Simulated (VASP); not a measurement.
# NaWF2 (P6/mmm) in VASP: single point with PBE

Aim: the single point of NaWF2 with PBE.

Everything below comes from runs of VASP 6.6.1. Logs are shortened: lines on timing, memory, paths and dates and some standing lists are left out, and cuts for length are marked.

## 1. The cell of the first run

Symmetry: P6/mmm, No. 191, hexagonal system. Conventional cell: a = 3.803 Å, b = 3.803 Å, c = 6.241 Å, α = 90.00°, β = 90.00°, γ = 120.00°. Within 4.1 Å of Na (site symmetry 6/mmm) lie 2 W at 3.12 Å and 6 Na at 3.80 Å and 12 F at 3.82 Å. W (site symmetry 6/mmm) has 6 F at 2.20 Å within 2.9 Å. F (site symmetry -6m2) has 3 W at 2.20 Å and 3 F at 2.20 Å within 2.9 Å.

## 2. Single point, PBE

POSCAR

```
NaWF2
1.0
    3.8025468606      0.0000000000      0.0000000000
   -1.9012734303      3.2931021804      0.0000000000
    0.0000000000      0.0000000000      6.2405152844
Na W F
1 1 2
Direct
    0.0000000000      0.0000000000      0.5000000000
    0.0000000000      0.0000000000      0.0000000000
    0.3333333333      0.6666666667      0.0000000000
    0.6666666667      0.3333333333      0.0000000000
```

INCAR.step1

```
  ALGO = Fast
  EDIFF = 1E-7
  ENCUT = 520
  GGA = PE
  ISIF = 2
  ISMEAR = 0
  LASPH = True
  LCHARG = True
  LMAXMIX = 4
  LREAL = False
  LWAVE = False
  NBANDS = 26
  NELM = 80
  PREC = Accurate
  SIGMA = 0.1
```

KPOINTS.step1

```
k-points
0
Gamma
  15 15 8
```

INCAR.step2

```
  ALGO = Fast
  EDIFF = 1E-7
  ENCUT = 520
  GGA = PE
  ICHARG = 11
  ISIF = 2
  ISMEAR = -5
  LASPH = True
  LCHARG = False
  LMAXMIX = 4
  LORBIT = 10
  LREAL = False
  LWAVE = False
  NBANDS = 26
  NEDOS = 2001
  NELM = 80
  PREC = Accurate
  SIGMA = 0.1
```

KPOINTS.step2

```
k-points
0
Gamma
  23 23 12
```

Potentials or basis: VASP PAW PBE potentials, release 64 (Na_pv, W_sv, F).

The run is started by

```
$ cat potpaw_PBE.64/Na_pv/POTCAR potpaw_PBE.64/W_sv/POTCAR potpaw_PBE.64/F/POTCAR > POTCAR
$ cp INCAR.step1 INCAR
$ cp KPOINTS.step1 KPOINTS
$ mpirun -np 1 vasp_std > vasp.out
$ cp INCAR.step2 INCAR
$ cp KPOINTS.step2 KPOINTS
$ mpirun -np 1 vasp_std > vasp.out
```

OUTCAR:

```text
EDIFF = 1E-7
   ENCUT = 520
   GGA = PE
   ICHARG = 11
   ISIF = 2
   ISMEAR = -5
   LASPH = True
   LORBIT = 10
   LREAL = False
   NELM = 80
   PREC = Accurate

 ion  position               nearest neighbor table
   1  0.000  0.000  0.500-   2 3.12   2 3.12
   2  0.000  0.000  0.000-   3 2.20   4 2.20   4 2.20   3 2.20   4 2.20   3 2.20   1 3.12   1 3.12

   3  0.333  0.667  0.000-   2 2.20   2 2.20   2 2.20
   4  0.667  0.333  0.000-   2 2.20   2 2.20   2 2.20

  LATTYP: Found a hexagonal cell.
 ALAT       =     3.8025468606
 C/A-ratio  =     1.6411409282

  Lattice vectors:

 A1 = (   3.8025468606,   0.0000000000,   0.0000000000)
 A2 = (  -1.9012734303,   3.2931021804,   0.0000000000)
 A3 = (   0.0000000000,   0.0000000000,   6.2405152844)

Analysis of symmetry for initial positions (statically):
=====================================================================
 Subroutine PRICEL returns:
 Original cell was already a primitive cell.

 Routine SETGRP: Setting up the symmetry group for a
 hexagonal supercell.

 Subroutine GETGRP returns: Found 24 space group operations
 (whereof 24 operations were pure point group operations)
 out of a pool of 24 trial point group operations.

The static configuration has the point symmetry D_6h.

Analysis of symmetry for dynamics (positions and initial velocities):
=====================================================================
 Subroutine PRICEL returns:
 Original cell was already a primitive cell.

 Routine SETGRP: Setting up the symmetry group for a
 hexagonal supercell.

 Subroutine GETGRP returns: Found 24 space group operations
 (whereof 24 operations were pure point group operations)
 out of a pool of 24 trial point group operations.

The dynamic configuration has the point symmetry D_6h.

 Subroutine INISYM returns: Found 24 space group operations
 (whereof 24 operations are pure point group operations),
 and found     1 'primitive' translations

----------------------------------------------------------------------------------------

                                     Primitive cell

  volume of cell :      78.1448

  direct lattice vectors                    reciprocal lattice vectors
     3.802546861  0.000000000  0.000000000     0.262981637  0.151832519  0.000000000
    -1.901273430  3.293102180  0.000000000     0.000000000  0.303665038  0.000000000
     0.000000000  0.000000000  6.240515284     0.000000000  0.000000000  0.160243178

  length of vectors
     3.802546861  3.802546861  6.240515284     0.303665038  0.303665038  0.160243178

  position of ions in fractional coordinates (direct lattice)
     0.000000000  0.000000000  0.500000000
     0.000000000  0.000000000  0.000000000
     0.333333333  0.666666667  0.000000000
     0.666666667  0.333333333  0.000000000

  ion indices of the primitive-cell ions
   primitive index   ion index
                 1           1
                 2           2
                 3           3
                 4           4

----------------------------------------------------------------------------------------

 KPOINTS: k-points

Automatic generation of k-mesh.
 Grid dimensions read from file:
 generate k-points for:   23   23   12

 Generating k-lattice:

  Cartesian coordinates                     Fractional coordinates (reciprocal lattice)
     0.011433984  0.006601414  0.000000000     0.043478261  0.000000000  0.000000000
     0.000000000  0.013202828  0.000000000     0.000000000  0.043478261  0.000000000
     0.000000000  0.000000000  0.013353598     0.000000000  0.000000000  0.083333333

  Length of vectors
     0.013202828  0.013202828  0.013353598

  Shift w.r.t. Gamma in fractional coordinates (k-lattice)
     0.000000000  0.000000000  0.000000000

 TETIRR: Found   6486 inequivalent tetrahedra from    38088

 Subroutine IBZKPT returns following result:
 ===========================================

 Found    392 irreducible k-points:

 Following reciprocal coordinates:
            Coordinates               Weight
  0.000000  0.000000  0.000000      1.000000
  0.043478  0.000000  0.000000      6.000000
  0.086957  0.000000  0.000000      6.000000
  0.130435  0.000000  0.000000      6.000000
  0.173913  0.000000  0.000000      6.000000
  0.217391  0.000000  0.000000      6.000000
[... 16 lines left out ...]
  0.478261  0.043478  0.000000      6.000000
  0.086957  0.086957  0.000000      6.000000
 [... further k-points ...]
   k-points           NKPTS =    392   k-points in BZ     NKDIM =    392   number of bands    NBANDS=     26
   number of dos      NEDOS =   2001   number of ions     NIONS =      4
   total plane-waves  NPLWV =  37632
   dimension x,y,z NGX =    28 NGY =   28 NGZ =   48
   dimension x,y,z NGXF=    56 NGYF=   56 NGZF=   96
   ions per type =               1   1   2
   NGX,Y,Z   is equivalent  to a cutoff of  12.24, 12.24, 12.79 a.u.
   NGXF,Y,Z  is equivalent  to a cutoff of  24.48, 24.48, 25.57 a.u.
 SYSTEM =  unknown system
   PREC   = accura    normal or accurate (medium, high low for compatibility)
   ISTART =      0    job   : 0-new  1-cont  2-samecut
   ICHARG =     11    charge: 1-file 2-atom 10-const
   ISPIN  =      1    spin polarized calculation?
   LNONCOLLINEAR =      F non collinear calculations
   LSORBIT =      F    spin-orbit coupling
   LASPH  =      T    aspherical Exc in radial PAW
   ENCUT  =  520.0 eV  38.22 Ry    6.18 a.u.   7.07  7.07 11.60*2*pi/ulx,y,z
   NELM   =     80;   NELMIN=  2; NELMDL=  0     # of ELM steps
   EDIFF  = 0.1E-06   stopping-criterion for ELM
   LREAL  =      F    real-space projection
   EDIFFG = 0.1E-05   stopping-criterion for IOM
   NSW    =      0    number of steps for IOM
   IBRION =     -1    ionic relax: 0-MD 1-quasi-New 2-CG
   NFREE  =      0    steps in history (QN), initial steepest desc. (CG)
   ISIF   =      2    stress and relaxation
   ISYM   =      2    0-nonsym 1-usesym 2-fastsym
   POTIM  = 0.5000    time-step for ionic-motion
   TEBEG  =    0.0;   TEEND  =   0.0 temperature during run
   PSTRESS=    0.0 pullay stress
   NELECT =      35.0000    total number of electrons
   NUPDOWN=      -1.0000    fix difference up-down
   EMIN   =  10.00;   EMAX   =-10.00  energy-range for DOS
   EFERMI =   0.00;   METHOD = LEGACY
   ISMEAR =    -5;   SIGMA  =   0.10  broadening in eV -4-tet -1-fermi 0-gaus
   EFERMI_NEDOS =   21; number of points for ismear=-14 and -15
   IALGO  =     68    algorithm
   IMIX   =      4    mixing-type and parameters
     AMIX     =   0.40;   BMIX     =  1.00
     AMIX_MAG =   1.60;   BMIX_MAG =  1.00
  volume/ion in A,a.u.               =      19.54       131.84
  Fermi-wavevector in a.u.,A,eV,Ry     =   1.252557  2.366989 21.346161  1.568899
  Thomas-Fermi vector in A             =   2.386451
   LORBIT       =     10    0 simple, 1 ext, 2 COOP (PROOUT), +10 PAW based schemes
   GGA     = PE    functional components
   LHFCALC =     F    Hartree Fock is set to
   AEXX    =    0.0000 exact exchange contribution
   IVDW    =     0    specifies the selected vdW correction
   LEPSILON=     F    determine dielectric tensor
   LRPA    =     F    only Hartree local field effects (RPA)
 non-spin polarized calculation
 RMM-DIIS sequential band-by-band and
 Fermi weights with tetrahedron method with Bloechl corrections
  energy-cutoff  :      520.00
  volume of cell :       78.14
 maximum number of plane-waves:      2132

 number of electron      34.9999994 magnetization

 Free energy of the ion-electron system (eV)
  ---------------------------------------------------
  ext. energy  EPLUGINS =         0.00000000
  ---------------------------------------------------
  free energy    TOTEN  =       -19.01608466 eV

  energy without entropy =      -19.01608466  energy(sigma->0) =      -19.01608466

 E-fermi :   3.2965     XC(G=0):  -8.6550

 val. band max:        3.2968055663   @ k =   0.1739   0.1304   0.1667
 cond. band min:       3.2879634439   @ k =   0.4348   0.1304   0.3333
 fundamental gap:     -0.0088421223
 Fermi energy:         3.2964956006

 k-point     1 :       0.0000    0.0000    0.0000
  band No.  band energies     occupation
      1     -71.9621      2.00000
      2     -36.5906      2.00000
      3     -36.5905      2.00000
      4     -35.1966      2.00000
      5     -24.5560      2.00000
      6     -22.5079      2.00000
[... 18 lines left out ...]
     25      13.6108      0.00000
     26      14.2308      0.00000

 k-point     2 :       0.0435    0.0000    0.0000
  band No.  band energies     occupation
      1     -71.9620      2.00000
      2     -36.5929      2.00000
      3     -36.5909      2.00000
      4     -35.1965      2.00000
      5     -24.5422      2.00000
      6     -22.5194      2.00000
[... 18 lines left out ...]
     25      13.3634      0.00000
     26      14.0791      0.00000

 k-point     3 :       0.0870    0.0000    0.0000
  band No.  band energies     occupation
      1     -71.9619      2.00000
      2     -36.5997      2.00000
      3     -36.5919      2.00000
      4     -35.1962      2.00000
      5     -24.5016      2.00000
      6     -22.5535      2.00000
[... 572 lines left out ...]
 k-point    23 :       0.4783    0.0435    0.0000
  band No.  band energies     occupation
      1     -71.9604      2.00000
      2     -36.7125      2.00000
      3     -36.6103      2.00000
      4     -35.1907      2.00000
      5     -23.5415      2.00000
      6     -23.3327      2.00000
[... 18 lines left out ...]
     25      10.2659      0.00000
     26      11.0170      0.00000

 k-point    24 :       0.0870    0.0870    0.0000
  band No.  band energies     occupation
      1     -71.9617      2.00000
      2     -36.6160      2.00000
      3     -36.5949      2.00000
      4     -35.1954      2.00000
      5     -24.3983      2.00000
      6     -22.6382      2.00000
[... 18 lines left out ...]
     25      11.7651      0.00000
     26      14.3648      0.00000

 [... further k-points ...]

------------------------ aborting loop because EDIFF is reached ----------------------------------------

  FORCE on cell =-STRESS in cart. coord.  units (eV):
  Direction    XX          YY          ZZ          XY          YZ          ZX
  --------------------------------------------------------------------------------------
  -------------------------------------------------------------------------------------
  Total        0.1872011      0.1872011     -1.2422691     -0.0000000     -0.0000000      0.0000000
  in kB        3.8381213      3.8381213    -25.4698291     -0.0000000     -0.0000000      0.0000000
  external PRESSURE =      -5.9311955 kB  Pullay stress =       0.0000000 kB

 VOLUME and BASIS-vectors are now :
 -----------------------------------------------------------------------------
  energy-cutoff  :      520.00
  volume of cell :       78.14
      direct lattice vectors                 reciprocal lattice vectors
     3.802546861  0.000000000  0.000000000     0.262981637  0.151832519  0.000000000
    -1.901273430  3.293102180  0.000000000     0.000000000  0.303665038  0.000000000
     0.000000000  0.000000000  6.240515284     0.000000000  0.000000000  0.160243178

 POSITION                                       TOTAL-FORCE (eV/Angst)
 -----------------------------------------------------------------------------------
      0.00000      0.00000      3.12026        -0.000000      0.000000      0.000000
      0.00000      0.00000      0.00000        -0.000000      0.000000      0.000000
     -0.00000      2.19540      0.00000        -0.000000      0.000000      0.000000
      1.90127      1.09770      0.00000         0.000000      0.000000     -0.000000
 -----------------------------------------------------------------------------------
    total drift:                                0.000000      0.000000     -0.000000

  FREE ENERGIE OF THE ION-ELECTRON SYSTEM (eV)
  ---------------------------------------------------
  free  energy   TOTEN  =       -19.0160846596 eV

  energy  without entropy=      -19.0160846596  energy(sigma->0) =      -19.01608466

 total charge

# of ion       s       p       d       tot
------------------------------------------
    1        0.101   5.969   0.000   6.070
    2        2.297   6.090   3.260  11.647
    3        1.744   4.352   0.000   6.096
    4        1.744   4.352   0.000   6.096
--------------------------------------------------
tot          5.885  20.764   3.260  29.909
```

Wall time 10 min (1 thread of Oxide Virtual Turin-like, shared host); peak memory 0.71 GiB.

What came out:

```
Valence electrons inside the program's atomic spheres : Na 6.07; W 11.65; F 6.10
```

Caveat: spin-orbit coupling is left out, which moves the levels of the heavy elements; an odd number of electrons without spin polarisation forces a metal; a magnetic or distorted state may lie lower.
